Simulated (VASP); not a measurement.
# BaS: single point with r2SCAN

Crystal: BaS.

```
CELL_PARAMETERS angstrom
0.00000 3.27479 3.27479
3.27479 0.00000 3.27479
3.27479 3.27479 0.00000
ATOMIC_POSITIONS crystal
Ba 0.00000 0.00000 0.00000
S 0.50000 0.50000 0.50000
```

```json
{
  "Program": "VASP 6.6.1",
  "Task": "single point",
  "Functional": "r2SCAN",
  "Potentials or basis": "VASP PAW PBE potentials, release 64 (Ba_sv, S)",
  "Cutoff": "550 eV",
  "k mesh": "6 × 6 × 6",
  "Occupations": "gaussian, width 0.01 eV",
  "Spin": "no spin polarisation",
  "Dipole correction": "no",
  "Further INCAR settings": "ALGO = Normal; EDIFF = 1e-06; NBANDS = 15"
}
```

The pressure is -1.8 GPa and the band gap on the k mesh is 2.57 eV (least direct gap 2.74 eV).

Levels at points of the mesh, in eV from the valence-band top:
```
           k point  band 4  band 5  band 6  band 7  band 8  band 9  band 10  band 11  band 12  band 13
(0.00, 0.00, 0.00)  -11.71  -10.68    0.00    0.00    0.00    3.84     4.28     4.28     4.28     5.25
(0.50, 0.00, 0.00)  -11.73   -9.68   -1.76   -0.94   -0.94    5.77     5.89     6.56     6.56     9.03
(0.50, 0.50, 0.00)  -11.85  -10.59   -0.60   -0.17   -0.17    2.57     6.26     6.32     7.64     7.64
```

Wall time 2 min on 1 thread of Intel Xeon 8259CL, with other jobs on the host, peak memory 0.22 GiB.

Caveat: the PAW data sets were made with another functional, which shifts forces and pressure a little; spin-orbit coupling is left out, which moves the levels of the heavy elements. A k mesh can miss the band edges.
